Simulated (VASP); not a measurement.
Input of a VASP 6.6.1 run:

File INCAR:

```
SYSTEM = Al
ALGO = Normal ; EDIFF = 1E-7
ENCUT = 520 ; GGA = PS
ISIF = 2 ; ISMEAR = 0
IVDW = 12 ; LASPH = .True.
LCHARG = .False. ; LREAL = .False.
LWAVE = .False. ; NBANDS = 8
NELM = 60 ; PREC = Accurate
SIGMA = 0.1
```

The input KPOINTS:

```
k-points
0
Gamma
  18 18 18
  0 0 0
```

Contents of POSCAR:

```
Al
1.0
    0.0000000000      1.9812776140      1.9812776140
    1.9812776140      0.0000000000      1.9812776140
    1.9812776140      1.9812776140      0.0000000000
Al
1
Direct
    0.0000000000      0.0000000000      0.0000000000
```

Potentials or basis: VASP PAW PBE potentials, release 64 (Al).

Command:

```console
$ cat potpaw_PBE.64/Al/POTCAR > POTCAR
$ mpirun -np 1 vasp_std > vasp.out
```

(1) What does it give for the dispersion energy per atom?

(2) Estimate the pressure.

Results:

(1) -0.337 eV.

(2) 0.0 GPa.

Caveat: the PAW data sets were made with another functional, which shifts forces and pressure a little; pairwise dispersion overbinds metals, which lowers pressure and volume.
